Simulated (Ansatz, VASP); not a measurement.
**Two plane-wave programs on AgBr2**

```
Ag Br
1.0
     3.97393    0.00000    0.00000
    -1.98697    3.44153    0.00000
     0.00000   -2.29435    6.32923
Ag Br
1 2
Direct
  0.00000 0.00000 0.00000
  0.25000 0.50000 0.75000
  0.75000 0.50000 0.25000
```

Alike in both runs: task single point; functional r2SCAN; k mesh 10 × 10 × 10; no spin polarisation.

```csv
,VASP,Ansatz
version,VASP 6.6.1,Ansatz 0.2.0
potentials or method,"VASP PAW PBE potentials, release 64 (Ag, Br), cutoff 520 eV",PAW plane waves
occupations,"fermi-dirac, width 0.1 eV",fermi-dirac
valence electrons in the cell,25,33
```

|  | VASP | Ansatz | Ansatz less VASP |
| --- | --- | --- | --- |
| pressure (GPa) | -1.6 | -1.6 | +0.03 |
| traceless stress, the component that is largest in VASP (GPa) | -0.23 | -0.23 | +0.002 |
| rms of the force components (eV/Å) | 0.088 | 0.087 | -0.0011 |

VASP's potentials were made for PBE, not for r2SCAN. Atom by atom the forces differ by 0.001 eV/Å (rms over components). VASP's potentials hold 25 valence electrons a cell and Ansatz's 33, so a difference there can come from the potentials and not from the codes. Ansatz's warnings: structure snapped to symmetry.
